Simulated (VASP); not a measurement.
Input of a VASP 6.6.1 run:

File INCAR:

```
SYSTEM = Si2W3
PREC = Accurate
ENCUT = 520
EDIFF = 1E-7
ISMEAR = 0
SIGMA = 0.15
LREAL = .False.
LASPH = .True.
NELM = 60
ALGO = Fast
ISIF = 2
LWAVE = .False.
LCHARG = .True.
GGA = PS
LELF = .True.
LVHAR = .True.
NBANDS = 61
```

File KPOINTS:

```
regular mesh
0
Gamma
  6 6 12
  0 0 0
```

File POSCAR:

```
Si2W3
1.0
    6.5824376030      0.0000000000      0.0000000000
    0.0000000000      6.5824376030      0.0000000000
    0.0000000000      0.0000000000      3.2749106436
Si W
4 6
Direct
    0.1397650763      0.6283915457      0.0000000000
    0.8602349237      0.3716084543      0.0000000000
    0.6283915457      0.8602349237      0.0000000000
    0.3716084543      0.1397650763      0.0000000000
    0.5000000000      0.5000000000      0.0000000000
    0.0000000000      0.0000000000      0.0000000000
    0.6705999759      0.1491153277      0.5000000000
    0.3294000241      0.8508846723      0.5000000000
    0.1491153277      0.3294000241      0.5000000000
    0.8508846723      0.6705999759      0.5000000000
```

Potentials or basis: VASP PAW PBE potentials, release 64 (Si, W_sv).

Run with:

```bash
$ cat potpaw_PBE.64/Si/POTCAR potpaw_PBE.64/W_sv/POTCAR > POTCAR
$ mpirun -np 1 vasp_std > vasp.out
```

Q: Predict the band gap on the k mesh.

A: Zero (bands 50 and 51 overlap by 1.62 eV).

Q: Predict the largest force.

A: 0.116 eV/Å.

Q: Predict the pressure.

A: 1.0 GPa.

Stress tensor (GPa, compression positive):
```
1.49 0.00 0.00
0.00 1.49 0.00
0.00 0.00 0.13
```

Caveat: the cell differs from its parent crystal (atoms displaced along a vibrational mode); the PAW data sets were made with another functional, which shifts forces and pressure a little; spin-orbit coupling is left out, which moves the levels of the heavy elements.
